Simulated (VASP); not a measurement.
Al2C3:

```
CELL_PARAMETERS angstrom
3.64600 0.00000 0.00000
-1.82300 3.15753 0.00000
0.00000 0.00000 4.40221
ATOMIC_POSITIONS crystal
Al 0.33333 0.66667 0.13800
Al 0.66667 0.33333 0.86200
C 0.00000 0.00000 0.00000
C 0.33333 0.66667 0.62500
C 0.66667 0.33333 0.37500
```

| Item | Value |
| --- | --- |
| Program | VASP 6.6.1 |
| Task | relaxation of cell and atoms |
| Functional | PBE |
| Potentials or basis | VASP PAW PBE potentials, release 64 (Al, C) |
| Cutoff | 600 eV |
| k mesh | 6 × 6 × 4 |
| Occupations | gaussian, width 0.1 eV |
| Spin | no spin polarisation |

At the start: pressure -2.5 GPa; volume 10.14 Å³/atom.

Q: How do energy, volume and symmetry change on relaxing?

A: Over 23 steps the energy falls by 1087.4 meV/atom and the volume is 8.62 Å³/atom (-15.0 %); space group P-3m1 (No. 164, to 0.1 Å) before and after.

The path:
| step | energy change (eV) | largest force (eV/Å) | pressure (GPa) | volume (Å³) |
| --- | --- | --- | --- | --- |
| 1 | 0.0000 | 3.0185 | -2.51 | 50.68 |
| 2 | -0.5847 | 0.3944 | 1.36 | 49.52 |
| 3 | -0.5850 | 0.4460 | 1.56 | 49.50 |
| 4 | -1.2286 | 0.8785 | 0.91 | 49.24 |
| 5 | -1.4595 | 6.0446 | 11.20 | 47.33 |
| 6 | -1.8482 | 3.9013 | 4.19 | 48.41 |
| 7 | -2.1849 | 3.7898 | 1.16 | 48.53 |
| 8 | -2.4487 | 3.8607 | -2.58 | 48.56 |
| 9 | -2.7407 | 3.5383 | -4.37 | 48.38 |
| 10 | -3.5370 | 2.5753 | -8.27 | 47.82 |
| 11 | -4.3093 | 2.9557 | -7.54 | 46.67 |
| 12 | -4.6260 | 2.7789 | -4.31 | 45.61 |
| 13 | -4.7758 | 3.8165 | 0.79 | 44.46 |
| 14 | -5.2164 | 1.9198 | -1.11 | 44.15 |
| 15 | -5.3713 | 0.4359 | -2.36 | 43.84 |
| 16 | -5.3734 | 0.5196 | -2.49 | 43.80 |
| 17 | -5.4003 | 0.4907 | -1.93 | 43.45 |
| 18 | -5.4233 | 0.3808 | 3.18 | 42.41 |
| 19 | -5.4291 | 0.3279 | 1.20 | 42.78 |
| 20 | -5.4294 | 0.3422 | 1.53 | 42.72 |
| 21 | -5.4356 | 0.1008 | 0.90 | 42.90 |
| 22 | -5.4359 | 0.1419 | 0.75 | 42.95 |
| 23 | -5.4370 | 0.0355 | -0.02 | 43.10 |

Final structure:
```
Al C
1.0
     2.87076    0.00000    0.00000
    -1.43538    2.48615    0.00000
     0.00000    0.00000    6.03903
Al C
2 3
Direct
  0.33333 0.66667 0.17472
  0.66667 0.33333 0.82528
  0.00000 0.00000 0.00000
  0.33333 0.66667 0.54802
  0.66667 0.33333 0.45198
```

Caveat: a cell axis changed by over 15 % at a fixed basis, so the end point is rough.
